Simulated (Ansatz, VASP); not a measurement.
# One calculation of Te6Mo3H, two programs

The input INCAR:

```
SYSTEM = Te6Mo3H
PREC = Accurate
ENCUT = 400
EDIFF = 1E-6
ISMEAR = 0
SIGMA = 0.05
LREAL = .False.
LASPH = .True.
NELM = 120
ALGO = Normal
ISIF = 2
LWAVE = .False.
LCHARG = .False.
GGA = PS
IVDW = 12
NBANDS = 50
GGA_COMPAT = .False.
```

File KPOINTS:

```
regular mesh
0
Gamma
  9 9 2
  0 0 0
```

File POSCAR:

```
Te6Mo3H
1.0
    3.4334342720      0.0000000000      0.0000000000
   -1.7167171360      2.9734413017      0.0000000000
    0.0000000000      0.0000000000     20.7704294686
Te Mo H
6 3 1
Direct
    0.0000000000      0.0000000000      0.9125759363
    0.3333333333      0.6666666667      0.5917818730
    0.3333333333      0.6666666667      0.2333053354
    0.3333333333      0.6666666667      0.7666946646
    0.3333333333      0.6666666667      0.4082181270
    0.0000000000      0.0000000000      0.0874240637
    0.0000000000      0.0000000000      0.6791511892
    0.0000000000      0.0000000000      0.3208488108
    0.3333333333      0.6666666667      0.0000000000
   -0.3856431633     -0.3594882483      0.8356769680
```

Input for Ansatz:

```yaml
crystal:
  lattice:
    - [3.433434272, 0.0, 0.0]
    - [-1.716717136, 2.9734413017, 0.0]
    - [0.0, 0.0, 20.7704294686]
  atoms:
    - { symbol: Te, position: [0.0, 0.0, 0.9125759363] }
    - { symbol: Te, position: [0.3333333333, 0.6666666667, 0.591781873] }
    - { symbol: Te, position: [0.3333333333, 0.6666666667, 0.2333053354] }
    - { symbol: Te, position: [0.3333333333, 0.6666666667, 0.7666946646] }
    - { symbol: Te, position: [0.3333333333, 0.6666666667, 0.408218127] }
    - { symbol: Te, position: [0.0, 0.0, 0.0874240637] }
    - { symbol: Mo, position: [0.0, 0.0, 0.6791511892] }
    - { symbol: Mo, position: [0.0, 0.0, 0.3208488108] }
    - { symbol: Mo, position: [0.3333333333, 0.6666666667, 0.0] }
    - { symbol: H, position: [-0.3856431633, -0.3594882483, 0.835676968] }
basis:
  ecutwfc: 420
kpoints:
  mp_grid: { grid: [9, 9, 2] }
hamiltonian:
  xc: pbesol
  pseudopotentials: { kind: paw, azcp: { folder: soft_1 } }
  dispersion: d3bj
scf:
  occupations: { method: gaussian, width: 0.05 }
output:
  forces: true
  stress: true
  eigenvalues: true
```

Alike in both runs: task single point; functional PBEsol; dispersion D3(BJ); k mesh 9 × 9 × 2; occupations gaussian, width 0.05 eV; no spin polarisation.

|  | VASP | Ansatz |
| --- | --- | --- |
| version | VASP 6.6.1 | Ansatz 0.2.0 |
| potentials or method | VASP PAW PBE potentials, release 64 (Te, Mo_sv, H), cutoff 400 eV | scalar-relativistic, plane waves, PAW |
| valence electrons in the cell | 79 | 139 |

```tsv
	VASP	Ansatz	Ansatz less VASP
gap on the k mesh at the Fermi level (eV)	none	none	-
pressure (GPa)	1.2	1.3	+0.11
traceless stress, the component that is largest in VASP (GPa)	1.53	1.50	-0.030
rms of the force components (eV/Å)	0.296	0.286	-0.0094
```

VASP's potentials were made for PBE, not for PBEsol, and Ansatz warns of the same on its side. Atom by atom the forces differ by 0.016 eV/Å (rms over components). A gap of «none» marks a metal or a gap that the smearing closes. VASP's potentials hold 79 valence electrons a cell and Ansatz's 139, so a difference there can come from the potentials and not from the codes.

Spin-orbit coupling is off throughout.
